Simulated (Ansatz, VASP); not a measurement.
**Ta3AsAu2O13 in VASP and in Ansatz**

```
Ta As Au O
1.0
     5.24237    3.02668    4.14273
    -5.24237    3.02668    4.14273
     0.00000   -6.05337    4.14273
Ta As Au O
3 1 2 13
Direct
  0.23108 0.57229 0.23108
  0.23108 0.23108 0.57229
  0.57229 0.23108 0.23108
  0.55878 0.55878 0.55878
  0.96559 0.96559 0.96559
  0.75105 0.75105 0.75105
  0.40884 0.66762 0.40884
  0.40884 0.40884 0.66762
  0.66762 0.40884 0.40884
  0.49726 0.01313 0.36024
  0.36024 0.49726 0.01313
  0.01313 0.36024 0.49726
  0.36024 0.01313 0.49726
  0.01313 0.49726 0.36024
  0.49726 0.36024 0.01313
  0.10963 0.74806 0.10963
  0.10963 0.10963 0.74806
  0.74806 0.10963 0.10963
  0.30840 0.30840 0.30840
```

Alike in both runs: functional LDA; k mesh 3 × 3 × 3; occupations fermi-dirac, width 0.05 eV; no spin polarisation.

```csv
,VASP,Ansatz
version,VASP 6.6.1,Ansatz 0.2.0
potentials or method,"VASP PAW LDA potentials, release 64 (Ta_pv, As, Au, O), cutoff 600 eV","all-electron LAPW, scalar-relativistic"
task,single point,band structure
```

```csv
,VASP,Ansatz,Ansatz less VASP
gap on the k mesh at the Fermi level (eV),1.01,1.01,+0.005
least direct gap on the mesh (eV),1.05,1.05,+0.003
pressure (GPa),-5.0,-5.7,-0.71
"traceless stress, the component that is largest in VASP (GPa)",0.83,1.09,+0.259
rms of the force components (eV/Å),0.194,0.263,+0.0691
```

LDA's correlation is that of Perdew and Zunger in VASP and of Perdew and Wang (1992) in Ansatz. Atom by atom the forces differ by 0.098 eV/Å (rms over components). Ansatz ran all-electron here, and VASP with PAW potentials.

Spin-orbit coupling is off throughout.
